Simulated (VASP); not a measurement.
# ScAl (Pm-3m) in VASP: a series of runs

Runs on ScAl. Level: PBEsol. Tasks: single point.

Program: VASP 6.6.1. These are calculated values, not measurements. Logs are shortened: lines on timing, memory, paths and dates and some standing lists are left out, and cuts for length are marked.

## Step 1: The cell of the first run

The structure is cubic, space group Pm-3m (No. 221). Conventional cell: a = 3.302 Å, b = 3.302 Å, c = 3.302 Å, α = 90.00°, β = 90.00°, γ = 90.00°. Sc (site symmetry m-3m) has 8 Al at 2.86 Å and 6 Sc at 3.30 Å within 3.8 Å. Within 3.8 Å of Al (site symmetry m-3m) lie 8 Sc at 2.86 Å and 6 Al at 3.30 Å.

## Step 2: Single point, PBEsol

Input file INCAR:

```
SYSTEM = ScAl
PREC = Accurate
ENCUT = 520
EDIFF = 1E-6
ISMEAR = 1
SIGMA = 0.15
LREAL = .FALSE.
LASPH = .TRUE.
NELM = 100
ALGO = Normal
ISIF = 2
LWAVE = .FALSE.
LCHARG = .TRUE.
GGA = PS
LELF = .TRUE.
LVHAR = .TRUE.
NBANDS = 14
```

Input file KPOINTS:

```
regular mesh
0
G
  9 9 9
  0 0 0
```

Input file POSCAR:

```
ScAl
1.0
    3.3015470619      0.0000000000      0.0000000000
    0.0000000000      3.3015470619      0.0000000000
    0.0000000000      0.0000000000      3.3015470619
Sc Al
1 1
Direct
    0.5000000000      0.5000000000      0.5000000000
    0.0000000000      0.0000000000      0.0000000000
```

Potentials or basis: VASP PAW PBE potentials, release 64 (Sc_sv, Al).

The run is started by

```console
cat potpaw_PBE.64/Sc_sv/POTCAR potpaw_PBE.64/Al/POTCAR > POTCAR
mpirun -np 1 vasp_std > vasp.out
```

OUTCAR:

```text
SYSTEM = ScAl
   PREC = Accurate
   ENCUT = 520
   EDIFF = 1E-6
   ISMEAR = 1
   LREAL = .FALSE.
   LASPH = .TRUE.
   NELM = 100
   ISIF = 2
   GGA = PS

 ion  position               nearest neighbor table
   1  0.500  0.500  0.500-   2 2.86   2 2.86   2 2.86   2 2.86   2 2.86   2 2.86   2 2.86   2 2.86

   2  0.000  0.000  0.000-   1 2.86   1 2.86   1 2.86   1 2.86   1 2.86   1 2.86   1 2.86   1 2.86

  LATTYP: Found a simple cubic cell.
 ALAT       =     3.3015470619

  Lattice vectors:

 A1 = (   3.3015470619,   0.0000000000,   0.0000000000)
 A2 = (   0.0000000000,   3.3015470619,   0.0000000000)
 A3 = (   0.0000000000,   0.0000000000,   3.3015470619)

Analysis of symmetry for initial positions (statically):
=====================================================================
 Subroutine PRICEL returns:
 Original cell was already a primitive cell.

 Routine SETGRP: Setting up the symmetry group for a
 simple cubic supercell.

 Subroutine GETGRP returns: Found 48 space group operations
 (whereof 48 operations were pure point group operations)
 out of a pool of 48 trial point group operations.

The static configuration has the point symmetry O_h .

Analysis of symmetry for dynamics (positions and initial velocities):
=====================================================================
 Subroutine PRICEL returns:
 Original cell was already a primitive cell.

 Routine SETGRP: Setting up the symmetry group for a
 simple cubic supercell.

 Subroutine GETGRP returns: Found 48 space group operations
 (whereof 48 operations were pure point group operations)
 out of a pool of 48 trial point group operations.

The dynamic configuration has the point symmetry O_h .

 Subroutine INISYM returns: Found 48 space group operations
 (whereof 48 operations are pure point group operations),
 and found     1 'primitive' translations

----------------------------------------------------------------------------------------

                                     Primitive cell

  volume of cell :      35.9876

  direct lattice vectors                    reciprocal lattice vectors
     3.301547062  0.000000000  0.000000000     0.302888307  0.000000000  0.000000000
     0.000000000  3.301547062  0.000000000     0.000000000  0.302888307  0.000000000
     0.000000000  0.000000000  3.301547062     0.000000000  0.000000000  0.302888307

  length of vectors
     3.301547062  3.301547062  3.301547062     0.302888307  0.302888307  0.302888307

  position of ions in fractional coordinates (direct lattice)
     0.500000000  0.500000000  0.500000000
     0.000000000  0.000000000  0.000000000

  ion indices of the primitive-cell ions
   primitive index   ion index
                 1           1
                 2           2

----------------------------------------------------------------------------------------

 KPOINTS: regular mesh

Automatic generation of k-mesh.
 Grid dimensions read from file:
 generate k-points for:    9    9    9

 Generating k-lattice:

  Cartesian coordinates                     Fractional coordinates (reciprocal lattice)
     0.033654256  0.000000000  0.000000000     0.111111111  0.000000000  0.000000000
     0.000000000  0.033654256  0.000000000     0.000000000  0.111111111  0.000000000
     0.000000000  0.000000000  0.033654256     0.000000000  0.000000000  0.111111111

  Length of vectors
     0.033654256  0.033654256  0.033654256

  Shift w.r.t. Gamma in fractional coordinates (k-lattice)
     0.000000000  0.000000000  0.000000000

 Subroutine IBZKPT returns following result:
 ===========================================

 Found     35 irreducible k-points:

 Following reciprocal coordinates:
            Coordinates               Weight
  0.000000  0.000000  0.000000      1.000000
  0.111111  0.000000  0.000000      6.000000
  0.222222  0.000000  0.000000      6.000000
  0.333333  0.000000  0.000000      6.000000
  0.444444  0.000000  0.000000      6.000000
  0.111111  0.111111  0.000000     12.000000
[... 16 lines left out ...]
  0.333333  0.333333  0.111111     24.000000
  0.444444  0.333333  0.111111     48.000000
 [... further k-points ...]
   k-points           NKPTS =     35   k-points in BZ     NKDIM =     35   number of bands    NBANDS=     14
   number of dos      NEDOS =    301   number of ions     NIONS =      2
   total plane-waves  NPLWV =  21952
   dimension x,y,z NGX =    28 NGY =   28 NGZ =   28
   dimension x,y,z NGXF=    56 NGYF=   56 NGZF=   56
   ions per type =               1   1
   NGX,Y,Z   is equivalent  to a cutoff of  14.10, 14.10, 14.10 a.u.
   NGXF,Y,Z  is equivalent  to a cutoff of  28.20, 28.20, 28.20 a.u.
 SYSTEM =  ScAl
   PREC   = accura    normal or accurate (medium, high low for compatibility)
   ISTART =      0    job   : 0-new  1-cont  2-samecut
   ICHARG =      2    charge: 1-file 2-atom 10-const
   ISPIN  =      1    spin polarized calculation?
   LNONCOLLINEAR =      F non collinear calculations
   LSORBIT =      F    spin-orbit coupling
   LASPH  =      T    aspherical Exc in radial PAW
   ENCUT  =  520.0 eV  38.22 Ry    6.18 a.u.   6.14  6.14  6.14*2*pi/ulx,y,z
   NELM   =    100;   NELMIN=  2; NELMDL= -5     # of ELM steps
   EDIFF  = 0.1E-05   stopping-criterion for ELM
   LREAL  =      F    real-space projection
   EDIFFG = 0.1E-04   stopping-criterion for IOM
   NSW    =      0    number of steps for IOM
   IBRION =     -1    ionic relax: 0-MD 1-quasi-New 2-CG
   NFREE  =      0    steps in history (QN), initial steepest desc. (CG)
   ISIF   =      2    stress and relaxation
   ISYM   =      2    0-nonsym 1-usesym 2-fastsym
   POTIM  = 0.5000    time-step for ionic-motion
   TEBEG  =    0.0;   TEEND  =   0.0 temperature during run
   PSTRESS=    0.0 pullay stress
   NELECT =      14.0000    total number of electrons
   NUPDOWN=      -1.0000    fix difference up-down
   EMIN   =  10.00;   EMAX   =-10.00  energy-range for DOS
   EFERMI =   0.00;   METHOD = LEGACY
   ISMEAR =     1;   SIGMA  =   0.15  broadening in eV -4-tet -1-fermi 0-gaus
   EFERMI_NEDOS =   21; number of points for ismear=-14 and -15
   IALGO  =     38    algorithm
   IMIX   =      4    mixing-type and parameters
     AMIX     =   0.40;   BMIX     =  1.00
     AMIX_MAG =   1.60;   BMIX_MAG =  1.00
  volume/ion in A,a.u.               =      17.99       121.43
  Fermi-wavevector in a.u.,A,eV,Ry     =   1.195088  2.258390 19.432333  1.428236
  Thomas-Fermi vector in A             =   2.331062
   LORBIT       =      0    0 simple, 1 ext, 2 COOP (PROOUT), +10 PAW based schemes
   GGA     = PS    functional components
   LHFCALC =     F    Hartree Fock is set to
   AEXX    =    0.0000 exact exchange contribution
   IVDW    =     0    specifies the selected vdW correction
   LEPSILON=     F    determine dielectric tensor
   LRPA    =     F    only Hartree local field effects (RPA)
 non-spin polarized calculation
 Methfessel and Paxton  Order N= 1 SIGMA  =   0.15
  energy-cutoff  :      520.00
  volume of cell :       35.99
 maximum number of plane-waves:       983
 NGX is ok and might be reduce to    28
   NGX = 13   NGY = 13   NGZ = 13

 number of electron      14.0000003 magnetization

 Free energy of the ion-electron system (eV)
  ---------------------------------------------------
  ext. energy  EPLUGINS =         0.00000000
  ---------------------------------------------------
  free energy    TOTEN  =       -11.61045233 eV

  energy without entropy =      -11.61184998  energy(sigma->0) =      -11.61091822

 E-fermi :   6.5428     XC(G=0): -10.6600

 val. band max:        6.4964243314   @ k =   0.4444   0.1111   0.1111
 cond. band min:       6.6423376657   @ k =   0.4444   0.1111   0.0000
 fundamental gap:      0.1459133342
 Fermi energy:         6.5427790431

 k-point     1 :       0.0000    0.0000    0.0000
  band No.  band energies     occupation
      1     -42.5790      2.00000
      2     -21.2543      2.00000
      3     -21.2543      2.00000
      4     -21.2543      2.00000
      5      -2.2346      2.00000
      6       5.6822      2.00000
      7       5.6822      2.00000
      8       9.3627     -0.00000
      9       9.3627     -0.00000
     10       9.3627     -0.00000
     11      10.4735      0.00000
     12      10.4735      0.00000
     13      10.4735      0.00000
     14      15.4434      0.00000

 k-point     2 :       0.1111    0.0000    0.0000
  band No.  band energies     occupation
      1     -42.5767      2.00000
      2     -21.2817      2.00000
      3     -21.2520      2.00000
      4     -21.2520      2.00000
      5      -2.0477      2.00000
      6       5.5055      2.00000
      7       5.7781      2.00000
      8       8.8346     -0.00000
      9       8.8346     -0.00000
     10       9.3914     -0.00000
     11      10.0283      0.00000
     12      11.1210      0.00000
     13      11.1210      0.00000
     14      15.0934      0.00000

 k-point     3 :       0.2222    0.0000    0.0000
  band No.  band energies     occupation
      1     -42.5708      2.00000
      2     -21.3504      2.00000
      3     -21.2458      2.00000
      4     -21.2458      2.00000
      5      -1.5021      2.00000
      6       4.7696      2.00000
      7       6.0426      2.00003
      8       8.1295     -0.00000
      9       8.1295     -0.00000
     10       9.4656     -0.00000
     11       9.6806      0.00000
     12      12.2049      0.00000
     13      12.2049      0.00000
     14      14.2354      0.00000

 k-point     4 :       0.3333    0.0000    0.0000
  band No.  band energies     occupation
      1     -42.5640      2.00000
      2     -21.4274      2.00000
      3     -21.2388      2.00000
      4     -21.2388      2.00000
      5      -0.6420      2.00000
      6       3.4881      2.00000
      7       6.3932      2.04961
      8       7.6012     -0.00000
      9       7.6012     -0.00000
     10       9.5525      0.00000
     11      10.0105      0.00000
     12      13.2842      0.00000
     13      13.4239      0.00000
     14      13.4239      0.00000

 k-point     5 :       0.4444    0.0000    0.0000
  band No.  band energies     occupation
      1     -42.5596      2.00000
      2     -21.4770      2.00000
      3     -21.2342      2.00000
      4     -21.2342      2.00000
      5       0.4151      2.00000
      6       2.1248      2.00000
      7       6.6639      0.01614
      8       7.3225     -0.00000
      9       7.3225     -0.00000
     10       9.6109      0.00000
     11      10.4967      0.00000
[... 276 lines left out ...]
 k-point    22 :       0.4444    0.2222    0.1111
  band No.  band energies     occupation
      1     -42.5495      2.00000
      2     -21.4585      2.00000
      3     -21.3211      2.00000
      4     -21.2508      2.00000
      5       0.9301      2.00000
      6       2.9261      2.00000
      7       5.8242      2.00000
      8       7.0061     -0.00011
      9       7.6599     -0.00000
     10       8.5207     -0.00000
     11      10.5474      0.00000
     12      12.3259      0.00000
     13      13.4741      0.00000
     14      13.5832      0.00000

 k-point    23 :       0.3333    0.3333    0.1111
  band No.  band energies     occupation
      1     -42.5473      2.00000
      2     -21.4029      2.00000
      3     -21.3967      2.00000
      4     -21.2483      2.00000
      5       0.7093      2.00000
      6       4.3289      2.00000
      7       4.7835      2.00000
      8       7.0889     -0.00000
      9       7.7191     -0.00000
     10       8.2766     -0.00000
     11      10.5320      0.00000
     12      11.4559      0.00000
     13      13.1866      0.00000
     14      13.6602      0.00000

 k-point    24 :       0.4444    0.3333    0.1111
  band No.  band energies     occupation
      1     -42.5430      2.00000
      2     -21.4468      2.00000
      3     -21.3927      2.00000
      4     -21.2436      2.00000
      5       1.3349      2.00000
      6       3.6280      2.00000
      7       5.0305      2.00000
      8       6.7524     -0.06375
      9       7.9321     -0.00000
     10       8.2529     -0.00000
     11      10.5010      0.00000
     12      11.5745      0.00000
     13      12.4994      0.00000
     14      13.7255      0.00000

 [... further k-points ...]
[... 5 lines left out ...]
  --------------------------------------------------------------------------------------
  -------------------------------------------------------------------------------------
  Total        0.7792822      0.7792822      0.7792822     -0.0000000      0.0000000     -0.0000000
  in kB       34.6938811     34.6938811     34.6938811     -0.0000000      0.0000000     -0.0000000
  external PRESSURE =      34.6938811 kB  Pullay stress =       0.0000000 kB

 VOLUME and BASIS-vectors are now :
 -----------------------------------------------------------------------------
  energy-cutoff  :      520.00
  volume of cell :       35.99
      direct lattice vectors                 reciprocal lattice vectors
     3.301547062  0.000000000  0.000000000     0.302888307  0.000000000  0.000000000
     0.000000000  3.301547062  0.000000000     0.000000000  0.302888307  0.000000000
     0.000000000  0.000000000  3.301547062     0.000000000  0.000000000  0.302888307

 POSITION                                       TOTAL-FORCE (eV/Angst)
 -----------------------------------------------------------------------------------
      1.65077      1.65077      1.65077         0.000000      0.000000      0.000000
      0.00000      0.00000      0.00000         0.000000      0.000000      0.000000
 -----------------------------------------------------------------------------------
    total drift:                                0.000000      0.000000      0.000000

  FREE ENERGIE OF THE ION-ELECTRON SYSTEM (eV)
  ---------------------------------------------------
  free  energy   TOTEN  =       -11.6104523320 eV

  energy  without entropy=      -11.6118499830  energy(sigma->0) =      -11.61091822
```

Run time: 12 s. Hardware: 1 thread of Intel Xeon Platinum 8559C (Emerald Rapids), shared host; peak memory 0.16 GiB.

Results:

```
Free energy            : -11.6105 eV
Pressure               : 3.5 GPa
Band gap on the k mesh : zero (band 7 reaches 6.66 eV, above the bottom of band 8 at 6.01 eV)
```

Caveat: the PAW data sets were made with another functional, which shifts forces and pressure a little.

## Step 3: Single point, PBEsol

This run uses another cell than the first one, of 18.57 Å³/atom, 1.032 times its volume.

Input file INCAR:

```
SYSTEM = ScAl
PREC = Accurate
ENCUT = 520
EDIFF = 1E-7
ISMEAR = 1
SIGMA = 0.15
LREAL = .FALSE.
LASPH = .TRUE.
NELM = 80
ALGO = Normal
ISIF = 2
LWAVE = .FALSE.
LCHARG = .FALSE.
GGA = PS
NBANDS = 14
```

KPOINTS is that of step 2.

Input file POSCAR:

```
ScAl
1.0
    3.3363027430      0.0000000000      0.0000000000
    0.0000000000      3.3363027430      0.0000000000
    0.0000000000      0.0000000000      3.3363027430
Sc Al
1 1
Direct
    0.5000000000      0.5000000000      0.5000000000
    0.0000000000      0.0000000000      0.0000000000
```

Potentials or basis: VASP PAW PBE potentials, release 64 (Sc_sv, Al).

The run is started by

```console
cat potpaw_PBE.64/Sc_sv/POTCAR potpaw_PBE.64/Al/POTCAR > POTCAR
mpirun -np 1 vasp_std > vasp.out
```

Run time: 12 s. Hardware: 1 thread of Intel Xeon Platinum 8559C (Emerald Rapids), shared host; peak memory 0.16 GiB.

The run converged. Its results:

- Free energy: -11.6252 eV
- Pressure: 0.6 GPa
- Band gap on the k mesh: zero (band 7 reaches 6.43 eV, above the bottom of band 8 at 5.76 eV)

Levels at points of the mesh, in eV from the Fermi level:
```
           k point  band 3  band 4  band 5  band 6  band 7  band 8  band 9  band 10  band 11  band 12
(0.00, 0.00, 0.00)  -27.90  -27.90   -8.67   -0.81   -0.81    2.72    2.72     2.72     3.78     3.78
```

Caveat: the PAW data sets were made with another functional, which shifts forces and pressure a little.
